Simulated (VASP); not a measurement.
Set up this calculation in VASP 6.6.1, as the native input.

```
Task                   : single point
Functional             : PBE
Potentials or basis    : VASP PAW PBE potentials, release 64 (Ga_d, P)
Cutoff                 : 500 eV
k mesh                 : 5 × 5 × 5
Occupations            : tetrahedron
Spin                   : no spin polarisation
Dipole correction      : no
Further INCAR settings : ALGO = Normal; EDIFF = 1e-06; NBANDS = 16
```

The structure of GaP lies in POSCAR:

```
GaP
1.0
    0.0000000000      2.7258124945      2.7258124945
    2.7258124945      0.0000000000      2.7258124945
    2.7258124945      2.7258124945      0.0000000000
Ga P
1 1
Direct
    0.0000000000      0.0000000000      0.0000000000
    0.2500000000      0.2500000000      0.2500000000
```

The input as run:

INCAR

```
SYSTEM = GaP
ALGO = Normal ; EDIFF = 1E-6
ENCUT = 500 ; GGA = PE
GGA_COMPAT = .False. ; ISIF = 2
ISMEAR = -5 ; LASPH = .True.
LCHARG = .True. ; LELF = .True.
LREAL = .False. ; LVHAR = .True.
LWAVE = .False. ; NBANDS = 16
NELM = 120 ; PREC = Accurate
SIGMA = 0.1
```

KPOINTS

```
k-points
0
Gamma
  5 5 5
  0 0 0
```

Potentials or basis: VASP PAW PBE potentials, release 64 (Ga_d, P).

The run is started by

```console
$ cat potpaw_PBE.64/Ga_d/POTCAR potpaw_PBE.64/P/POTCAR > POTCAR
$ mpirun -np 1 vasp_std > vasp.out
```

It gave:

The pressure is 2.5 GPa and the band gap on the k mesh is 1.60 eV, indirect (least direct gap 1.82 eV).

Wall time 12 s on 1 thread of Intel Xeon 8259CL (shared host), peak memory 0.15 GiB.
